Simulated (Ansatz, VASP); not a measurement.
# Al in VASP and in Ansatz

```
CELL_PARAMETERS angstrom
0.00000 3.02335 3.02335
3.02335 0.00000 3.02335
3.02335 3.02335 0.00000
ATOMIC_POSITIONS crystal
Al 0.00000 0.00000 0.00000
Al 0.25000 0.25000 0.25000
```

Alike in both runs: task electric field gradients; functional r2SCAN; k mesh 9 × 9 × 9; occupations fermi-dirac, width 0.08 eV; no spin polarisation.

|  | VASP | Ansatz |
| --- | --- | --- |
| version | VASP 6.6.1 | Ansatz 0.2.0 |
| potentials or method | VASP PAW PBE potentials, release 64 (Al) | PAW with Ansatz's default frozen-core files, scalar-relativistic |
| plane-wave cutoff (eV) | 520 | 500 |
| valence electrons in the cell | 6 | 6 |

VASP gave:

- pressure (GPa): -0.5

Q: Which values does Ansatz return?

A: Pressure (GPa): -0.4.

VASP's potentials were made for PBE, not for r2SCAN.
